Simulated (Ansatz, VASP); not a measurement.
One calculation of InSe, two programs

```
Se In
1.0
     4.03314    0.00000    0.00000
    -2.01657    3.49280    0.00000
     0.00000    0.00000   69.93026
Se In
6 6
Direct
  0.00000 0.00000 0.34263
  0.00000 0.00000 0.41946
  0.66667 0.33333 0.46165
  0.66667 0.33333 0.53836
  0.33333 0.66667 0.58054
  0.33333 0.66667 0.65735
  0.66667 0.33333 0.36109
  0.66667 0.33333 0.40105
  0.33333 0.66667 0.48002
  0.33333 0.66667 0.51996
  0.00000 0.00000 0.59893
  0.00000 0.00000 0.63888
```

Alike in both runs: functional PBE; dispersion D3(BJ); k mesh 9 × 9 × 1; no spin polarisation.

Ansatz relaxed the structure, and its values are those at the end. VASP's run is a single point on that final structure, the one shown.

|  | VASP | Ansatz |
| --- | --- | --- |
| version | VASP 6.6.1 | Ansatz 0.2.0 |
| potentials or method | VASP PAW PBE potentials, release 64 (Se, In_d), cutoff 400 eV | scalar-relativistic, plane waves, PAW |
| occupations | gaussian, width 0.01 eV | fixed |
| valence electrons in the cell | 114 | 174 |

VASP gave:

* gap on the k mesh at the Fermi level (eV): 0.79
* least direct gap on the mesh (eV): 0.84
* rms of the force components (eV/Å): 0.008

Q: What did Ansatz give for the same quantities?

A: gap on the k mesh at the Fermi level (eV): 0.80; least direct gap on the mesh (eV): 0.85; rms of the force components (eV/Å): 0.000.

VASP's potentials hold 114 valence electrons a cell and Ansatz's 174, so a difference there can come from the potentials and not from the codes. Ansatz's warnings: xc potential rough in thin density.
